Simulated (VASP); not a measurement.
# Ir (P6_3/mmc) in VASP: further runs

The runs below take Ir through single point, with LDA.

Everything below comes from runs of VASP 6.6.1. Logs are shortened: lines on timing, memory, paths and dates and some standing lists are left out, and cuts for length are marked.

### Step 1. The cell of the first run

It takes space group P6_3/mmc (No. 194, hexagonal). The conventional cell has a = 2.705 Å, b = 2.705 Å, c = 4.386 Å, α = 90.00°, β = 90.00°, γ = 120.00°. Ir (site symmetry -6m2) has 12 Ir at 2.69 to 2.71 Å within 3.6 Å.

### Step 2. Single point, LDA

Contents of INCAR:

```
PREC = Accurate
ENCUT = 520
EDIFF = 1E-6
ISMEAR = 0
SIGMA = 0.15
LREAL = F
LASPH = T
NELM = 80
ALGO = Fast
ISIF = 2
LWAVE = F
LCHARG = F
NBANDS = 16
```

Contents of KPOINTS:

```
regular mesh
0
Gamma
  21 21 12
```

Contents of POSCAR:

```
Ir
1.0
    2.7052421934      0.0000000000      0.0000000000
   -1.3526210967      2.3428084629      0.0000000000
    0.0000000000      0.0000000000      4.3862377053
Ir
2
Direct
    0.6666666667      0.3333333333      0.7500000000
    0.3333333333      0.6666666667      0.2500000000
```

Potentials or basis: VASP PAW LDA potentials, release 64 (Ir).

Command:

```console
$ cat potpaw_LDA.64/Ir/POTCAR > POTCAR
$ mpirun -np 1 vasp_std > vasp.out
```

OUTCAR:

```text
PREC = Accurate
   ENCUT = 520
   EDIFF = 1E-6
   ISMEAR = 0
   LREAL = F
   LASPH = T
   NELM = 80
   ISIF = 2

 ion  position               nearest neighbor table
   1  0.667  0.333  0.750-   2 2.69   2 2.69   2 2.69   2 2.69   2 2.69   2 2.69
   2  0.333  0.667  0.250-   1 2.69   1 2.69   1 2.69   1 2.69   1 2.69   1 2.69

  LATTYP: Found a hexagonal cell.
 ALAT       =     2.7052421934
 C/A-ratio  =     1.6213844794

  Lattice vectors:

 A1 = (   2.7052421934,   0.0000000000,   0.0000000000)
 A2 = (  -1.3526210967,   2.3428084629,   0.0000000000)
 A3 = (   0.0000000000,   0.0000000000,   4.3862377053)

Analysis of symmetry for initial positions (statically):
=====================================================================
 Subroutine PRICEL returns:
 Original cell was already a primitive cell.

 Routine SETGRP: Setting up the symmetry group for a
 hexagonal supercell.

 Subroutine GETGRP returns: Found 24 space group operations
 (whereof 12 operations were pure point group operations)
 out of a pool of 24 trial point group operations.

The static configuration has the point symmetry D_3d.
 The point group associated with its full space group is D_6h.

Analysis of symmetry for dynamics (positions and initial velocities):
=====================================================================
 Subroutine PRICEL returns:
 Original cell was already a primitive cell.

 Routine SETGRP: Setting up the symmetry group for a
 hexagonal supercell.

 Subroutine GETGRP returns: Found 24 space group operations
 (whereof 12 operations were pure point group operations)
 out of a pool of 24 trial point group operations.

The dynamic configuration has the point symmetry D_3d.
 The point group associated with its full space group is D_6h.

 Subroutine INISYM returns: Found 24 space group operations
 (whereof 12 operations are pure point group operations),
 and found     1 'primitive' translations

----------------------------------------------------------------------------------------

                                     Primitive cell

  volume of cell :      27.7994

  direct lattice vectors                    reciprocal lattice vectors
     2.705242193  0.000000000  0.000000000     0.369652670  0.213419069  0.000000000
    -1.352621097  2.342808463  0.000000000     0.000000000  0.426838137  0.000000000
     0.000000000  0.000000000  4.386237705     0.000000000  0.000000000  0.227985820

  length of vectors
     2.705242193  2.705242193  4.386237705     0.426838137  0.426838137  0.227985820

  position of ions in fractional coordinates (direct lattice)
     0.666666667  0.333333333  0.750000000
     0.333333333  0.666666667  0.250000000

  ion indices of the primitive-cell ions
   primitive index   ion index
                 1           1
                 2           2

----------------------------------------------------------------------------------------

 KPOINTS: regular mesh

Automatic generation of k-mesh.
 Grid dimensions read from file:
 generate k-points for:   21   21   12

 Generating k-lattice:

  Cartesian coordinates                     Fractional coordinates (reciprocal lattice)
     0.017602508  0.010162813  0.000000000     0.047619048  0.000000000  0.000000000
     0.000000000  0.020325626  0.000000000     0.000000000  0.047619048  0.000000000
     0.000000000  0.000000000  0.018998818     0.000000000  0.000000000  0.083333333

  Length of vectors
     0.020325626  0.020325626  0.018998818

  Shift w.r.t. Gamma in fractional coordinates (k-lattice)
     0.000000000  0.000000000  0.000000000

 Subroutine IBZKPT returns following result:
 ===========================================

 Found    336 irreducible k-points:

 Following reciprocal coordinates:
            Coordinates               Weight
  0.000000  0.000000  0.000000      1.000000
  0.047619  0.000000  0.000000      6.000000
  0.095238  0.000000  0.000000      6.000000
  0.142857  0.000000  0.000000      6.000000
  0.190476  0.000000  0.000000      6.000000
  0.238095  0.000000  0.000000      6.000000
[... 16 lines left out ...]
  0.142857  0.095238  0.000000     12.000000
  0.190476  0.095238  0.000000     12.000000
 [... further k-points ...]
   k-points           NKPTS =    336   k-points in BZ     NKDIM =    336   number of bands    NBANDS=     16
   number of dos      NEDOS =    301   number of ions     NIONS =      2
   total plane-waves  NPLWV =  14400
   dimension x,y,z NGX =    20 NGY =   20 NGZ =   36
   dimension x,y,z NGXF=    40 NGYF=   40 NGZF=   72
   ions per type =               2
   NGX,Y,Z   is equivalent  to a cutoff of  12.29, 12.29, 13.64 a.u.
   NGXF,Y,Z  is equivalent  to a cutoff of  24.58, 24.58, 27.29 a.u.
 SYSTEM =  unknown system
   PREC   = accura    normal or accurate (medium, high low for compatibility)
   ISTART =      0    job   : 0-new  1-cont  2-samecut
   ICHARG =      2    charge: 1-file 2-atom 10-const
   ISPIN  =      1    spin polarized calculation?
   LNONCOLLINEAR =      F non collinear calculations
   LSORBIT =      F    spin-orbit coupling
   LASPH  =      T    aspherical Exc in radial PAW
   ENCUT  =  520.0 eV  38.22 Ry    6.18 a.u.   5.03  5.03  8.16*2*pi/ulx,y,z
   NELM   =     80;   NELMIN=  2; NELMDL= -5     # of ELM steps
   EDIFF  = 0.1E-05   stopping-criterion for ELM
   LREAL  =      F    real-space projection
   EDIFFG = 0.1E-04   stopping-criterion for IOM
   NSW    =      0    number of steps for IOM
   IBRION =     -1    ionic relax: 0-MD 1-quasi-New 2-CG
   NFREE  =      0    steps in history (QN), initial steepest desc. (CG)
   ISIF   =      2    stress and relaxation
   ISYM   =      2    0-nonsym 1-usesym 2-fastsym
   POTIM  = 0.5000    time-step for ionic-motion
   TEBEG  =    0.0;   TEEND  =   0.0 temperature during run
   PSTRESS=    0.0 pullay stress
   NELECT =      18.0000    total number of electrons
   NUPDOWN=      -1.0000    fix difference up-down
   EMIN   =  10.00;   EMAX   =-10.00  energy-range for DOS
   EFERMI =   0.00;   METHOD = LEGACY
   ISMEAR =     0;   SIGMA  =   0.15  broadening in eV -4-tet -1-fermi 0-gaus
   EFERMI_NEDOS =   21; number of points for ismear=-14 and -15
   IALGO  =     68    algorithm
   IMIX   =      4    mixing-type and parameters
     AMIX     =   0.40;   BMIX     =  1.00
     AMIX_MAG =   1.60;   BMIX_MAG =  1.00
  volume/ion in A,a.u.               =      13.90        93.80
  Fermi-wavevector in a.u.,A,eV,Ry     =   1.416296  2.676411 27.291842  2.005894
  Thomas-Fermi vector in A             =   2.537645
   LORBIT       =      0    0 simple, 1 ext, 2 COOP (PROOUT), +10 PAW based schemes
   GGA     = CA    functional components
   LHFCALC =     F    Hartree Fock is set to
   AEXX    =    0.0000 exact exchange contribution
   IVDW    =     0    specifies the selected vdW correction
   LEPSILON=     F    determine dielectric tensor
   LRPA    =     F    only Hartree local field effects (RPA)
 non-spin polarized calculation
 RMM-DIIS sequential band-by-band and
 Gauss-broadening in eV      SIGMA  =   0.15
  energy-cutoff  :      520.00
  volume of cell :       27.80
 maximum number of plane-waves:       772
 NGX is ok and might be reduce to    20
   NGX =  9   NGY =  9   NGZ = 17

 number of electron      18.0000001 magnetization

 Free energy of the ion-electron system (eV)
  ---------------------------------------------------
  ext. energy  EPLUGINS =         0.00000000
  ---------------------------------------------------
  free energy    TOTEN  =       -20.50719785 eV

  energy without entropy =      -20.48318294  energy(sigma->0) =      -20.49519040

 E-fermi :  10.7587     XC(G=0): -14.2406

 val. band max:       10.7500371363   @ k =   0.3333   0.0476   0.1667
 cond. band min:      10.7593890095   @ k =   0.2857   0.0476   0.4167
 fundamental gap:      0.0093518732
 Fermi energy:        10.7587441086

 k-point     1 :       0.0000    0.0000    0.0000
  band No.  band energies     occupation
      1      -0.6726      2.00000
      2       2.3423      2.00000
      3       6.6574      2.00000
      4       6.7617      2.00000
      5       6.7617      2.00000
      6       7.4455      2.00000
[... 8 lines left out ...]
     15      27.1629      0.00000
     16      28.2860      0.00000

 k-point     2 :       0.0476    0.0000    0.0000
  band No.  band energies     occupation
      1      -0.5813      2.00000
      2       2.4245      2.00000
      3       6.4579      2.00000
      4       6.8390      2.00000
      5       6.9411      2.00000
      6       7.3933      2.00000
[... 8 lines left out ...]
     15      27.2859      0.00000
     16      28.4392      0.00000

 k-point     3 :       0.0952    0.0000    0.0000
  band No.  band energies     occupation
      1      -0.3129      2.00000
      2       2.6595      2.00000
      3       6.1773      2.00000
      4       7.0687      2.00000
      5       7.1358      2.00000
      6       7.2971      2.00000
[... 8 lines left out ...]
     15      27.6263      0.00000
     16      28.8394      0.00000

 k-point     4 :       0.1429    0.0000    0.0000
  band No.  band energies     occupation
      1       0.1154      2.00000
      2       3.0066      2.00000
      3       5.8819      2.00000
      4       6.9924      2.00000
      5       7.0531      2.00000
      6       7.4434      2.00000
[... 8 lines left out ...]
     15      28.0285      0.00000
     16      28.9195      0.00000

 k-point     5 :       0.1905    0.0000    0.0000
  band No.  band energies     occupation
      1       0.6717      2.00000
      2       3.3728      2.00000
      3       5.6541      2.00000
      4       6.2747      2.00000
      5       6.7779      2.00000
      6       7.5577      2.00000
[... 8 lines left out ...]
     15      27.8153      0.00000
     16      28.6673      0.00000

 k-point     6 :       0.2381    0.0000    0.0000
  band No.  band energies     occupation
      1       1.3034      2.00000
      2       3.5949      2.00000
      3       5.5573      2.00000
      4       5.6226      2.00000
      5       6.6395      2.00000
      6       7.2892      2.00000
[... 8 lines left out ...]
     15      26.9918      0.00000
     16      27.2874      0.00000

 k-point     7 :       0.2857    0.0000    0.0000
  band No.  band energies     occupation
      1       1.9301      2.00000
      2       3.5717      2.00000
      3       4.9353      2.00000
      4       5.8103      2.00000
      5       6.6942      2.00000
      6       7.0391      2.00000
[... 8 lines left out ...]
     15      25.9923      0.00000
     16      26.1852      0.00000

 k-point     8 :       0.3333    0.0000    0.0000
  band No.  band energies     occupation
      1       2.4501      2.00000
      2       3.4050      2.00000
      3       4.4243      2.00000
      4       6.0875      2.00000
      5       6.8230      2.00000
      6       6.9821      2.00000
[... 8 lines left out ...]
     15      24.7668      0.00000
     16      25.5099      0.00000

 k-point     9 :       0.3810    0.0000    0.0000
  band No.  band energies     occupation
      1       2.7848      2.00000
      2       3.2230      2.00000
      3       4.0338      2.00000
      4       6.4466      2.00000
      5       6.6522      2.00000
      6       7.2376      2.00000
[... 8 lines left out ...]
     15      23.6825      0.00000
     16      24.9874      0.00000
[... 172 lines left out ...]
 k-point    19 :       0.3810    0.0476    0.0000
  band No.  band energies     occupation
      1       2.9525      2.00000
      2       3.2160      2.00000
      3       3.8887      2.00000
      4       6.5375      2.00000
      5       6.5799      2.00000
      6       7.1864      2.00000
[... 8 lines left out ...]
     15      22.7467      0.00000
     16      24.8826      0.00000

 k-point    20 :       0.4286    0.0476    0.0000
  band No.  band energies     occupation
      1       3.0009      2.00000
      2       3.1618      2.00000
      3       3.6927      2.00000
      4       6.4664      2.00000
      5       6.9612      2.00000
      6       7.0858      2.00000
[... 8 lines left out ...]
     15      21.8772      0.00000
     16      23.4491      0.00000

 k-point    21 :       0.4762    0.0476    0.0000
  band No.  band energies     occupation
      1       2.9837      2.00000
      2       3.1675      2.00000
      3       3.6270      2.00000
      4       6.4429      2.00000
      5       7.0513      2.00000
      6       7.1329      2.00000
[... 8 lines left out ...]
     15      21.4026      0.00000
     16      22.8928      0.00000

 k-point    22 :       0.0952    0.0952    0.0000
  band No.  band energies     occupation
      1       0.3658      2.00000
      2       3.2124      2.00000
      3       5.6904      2.00000
      4       6.7794      2.00000
      5       6.9516      2.00000
      6       7.4444      2.00000
[... 8 lines left out ...]
     15      28.0760      0.00000
     16      28.3967      0.00000

 k-point    23 :       0.1429    0.0952    0.0000
  band No.  band energies     occupation
      1       0.9131      2.00000
      2       3.5893      2.00000
      3       5.4193      2.00000
      4       6.1002      2.00000
      5       6.7791      2.00000
      6       7.1493      2.00000
[... 8 lines left out ...]
     15      26.8072      0.00000
     16      28.0577      0.00000

 k-point    24 :       0.1905    0.0952    0.0000
  band No.  band energies     occupation
      1       1.5424      2.00000
      2       3.8543      2.00000
      3       5.2983      2.00000
      4       5.4515      2.00000
      5       6.6729      2.00000
      6       6.8994      2.00000
[... 8 lines left out ...]
     15      25.7896      0.00000
     16      27.1917      0.00000

 [... further k-points ...]
[... 5 lines left out ...]
  --------------------------------------------------------------------------------------
  -------------------------------------------------------------------------------------
  Total        0.4357812      0.4357812      0.5146482     -0.0000000      0.0000000      0.0000000
  in kB       25.1156238     25.1156238     29.6610128     -0.0000000      0.0000000      0.0000000
  external PRESSURE =      26.6307535 kB  Pullay stress =       0.0000000 kB

 VOLUME and BASIS-vectors are now :
 -----------------------------------------------------------------------------
  energy-cutoff  :      520.00
  volume of cell :       27.80
      direct lattice vectors                 reciprocal lattice vectors
     2.705242193  0.000000000  0.000000000     0.369652670  0.213419069  0.000000000
    -1.352621097  2.342808463  0.000000000     0.000000000  0.426838137  0.000000000
     0.000000000  0.000000000  4.386237705     0.000000000  0.000000000  0.227985820

 POSITION                                       TOTAL-FORCE (eV/Angst)
 -----------------------------------------------------------------------------------
      1.35262      0.78094      3.28968         0.000000     -0.000000      0.000000
     -0.00000      1.56187      1.09656        -0.000000      0.000000      0.000000
 -----------------------------------------------------------------------------------
    total drift:                               -0.000000      0.000000     -0.000000

  FREE ENERGIE OF THE ION-ELECTRON SYSTEM (eV)
  ---------------------------------------------------
  free  energy   TOTEN  =       -20.5071978520 eV

  energy  without entropy=      -20.4831829449  energy(sigma->0) =      -20.49519040
```

Run time: 1.7 min. Hardware: 1 thread of AMD EPYC 9R45 (Zen 5), shared host; peak memory 0.2 GiB.

What came out:

| Item | Value |
| --- | --- |
| Free energy | -20.5072 eV |
| Pressure | 2.7 GPa |
| Band gap on the k mesh | zero (band 9 reaches 11.77 eV, above the bottom of band 10 at 8.32 eV) |

Stress tensor (GPa, compression positive):
```
2.51 0.00 0.00
0.00 2.51 0.00
0.00 0.00 2.97
```

Levels at points of the mesh, in eV from the Fermi level:
| k point | band 6 | band 7 | band 8 | band 9 | band 10 | band 11 | band 12 | band 13 |
| --- | --- | --- | --- | --- | --- | --- | --- | --- |
| (0.00, 0.00, 0.00) | -3.31 | -3.31 | -2.48 | -2.48 | -0.83 | 0.27 | 0.27 | 7.25 |
| (0.00, 0.00, 0.50) | -4.12 | -4.12 | -4.12 | -0.50 | -0.50 | -0.50 | -0.50 | 13.66 |

Caveat: spin-orbit coupling is left out, which moves the levels of the heavy elements.

### Step 3. Single point, LDA

Contents of INCAR:

```
PREC = Accurate
ENCUT = 500
EDIFF = 1E-6
ISMEAR = 0
SIGMA = 0.15
LREAL = F
LASPH = T
NELM = 120
ALGO = Normal
ISIF = 2
LWAVE = F
LCHARG = F
NBANDS = 24
GGA_COMPAT = F
```

KPOINTS is that of step 2.

POSCAR is that of step 2.

Potentials or basis: VASP PAW LDA potentials, release 64 (Ir_sv_GW).

Command:

```console
$ cat potpaw_LDA.64/Ir_sv_GW/POTCAR > POTCAR
$ mpirun -np 1 vasp_std > vasp.out
```

Wall time 1.7 min (1 thread of Intel Xeon Platinum 8375C at 2.90GHz (Ice Lake), shared host); peak memory 0.28 GiB.

It converged, with:

```yaml
Free_energy: -21.6566 eV
Pressure: -1.7 GPa
Band_gap_on_the_k_mesh: zero (band 17 reaches 14.16 eV, above the bottom of band 18 at 10.71 eV)
```

Stress tensor (GPa, compression positive):
```
-1.82  0.00  0.00
 0.00 -1.82  0.00
 0.00  0.00 -1.41
```

Levels at points of the mesh, in eV from the Fermi level:
```csv
k point,band 14,band 15,band 16,band 17,band 18,band 19,band 20,band 21
"(0.00, 0.00, 0.00)",-3.31,-3.31,-2.48,-2.48,-0.82,0.27,0.27,7.26
"(0.00, 0.00, 0.50)",-4.12,-4.12,-4.12,-0.49,-0.49,-0.49,-0.49,13.17
```

Caveat: spin-orbit coupling is left out, which moves the levels of the heavy elements.
